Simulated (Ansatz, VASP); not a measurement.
**Two plane-wave programs on Ge**

The input INCAR:

```
PREC = Accurate
ENCUT = 520
EDIFF = 1E-6
ISMEAR = 0
SIGMA = 0.15
LREAL = F
LASPH = T
NELM = 100
ALGO = Normal
ISIF = 2
LWAVE = F
LCHARG = F
GGA = PS
NBANDS = 36
```

KPOINTS

```
regular mesh
0
Gamma
  18 18 8
```

The input POSCAR:

```
Ge
1.0
    3.8719799035      0.0000000000      0.0000000000
   -1.9359899517      3.3532329593      0.0000000000
    0.0000000000      0.0000000000      7.0291014529
Ge
4
Direct
    0.6666666667      0.3333333333      0.0629118567
    0.3333333333      0.6666666667      0.5629118567
    0.6666666667      0.3333333333      0.4370881433
    0.3333333333      0.6666666667      0.9370881433
```

Input for Ansatz:

```yaml
crystal:
  lattice:
    - [3.8719799035, 0.0, 0.0]
    - [-1.9359899517, 3.3532329593, 0.0]
    - [0.0, 0.0, 7.0291014529]
  atoms:
    - { symbol: Ge, position: [0.6666666667, 0.3333333333, 0.0629118567] }
    - { symbol: Ge, position: [0.3333333333, 0.6666666667, 0.5629118567] }
    - { symbol: Ge, position: [0.6666666667, 0.3333333333, 0.4370881433] }
    - { symbol: Ge, position: [0.3333333333, 0.6666666667, 0.9370881433] }
basis:
  ecutwfc: 420
kpoints:
  mp_grid: { grid: [18, 18, 8] }
hamiltonian:
  xc: pbesol
scf:
  occupations: { method: gaussian, width: 0.15 }
output:
  forces: true
  stress: true
  eigenvalues: true
```

Alike in both runs: task single point; functional PBEsol; k mesh 18 × 18 × 8; occupations gaussian, width 0.15 eV; no spin polarisation.

|  | VASP | Ansatz |
| --- | --- | --- |
| version | VASP 6.6.1 | Ansatz 0.2.0 |
| potentials or method | VASP PAW PBE potentials, release 64 (Ge_d), cutoff 520 eV | scalar-relativistic, plane waves, PAW |
| valence electrons in the cell | 56 | 56 |

|  | VASP | Ansatz | Ansatz less VASP |
| --- | --- | --- | --- |
| gap on the k mesh at the Fermi level (eV) | none | none | - |
| pressure (GPa) | 1.0 | 1.0 | +0.08 |
| traceless stress, the component that is largest in VASP (GPa) | -9.63 | -9.63 | +0.001 |
| rms of the force components (eV/Å) | 0.365 | 0.368 | +0.0029 |

VASP's potentials were made for PBE, not for PBEsol. Atom by atom the forces differ by 0.003 eV/Å (rms over components). A gap of «none» marks a metal or a gap that the smearing closes.
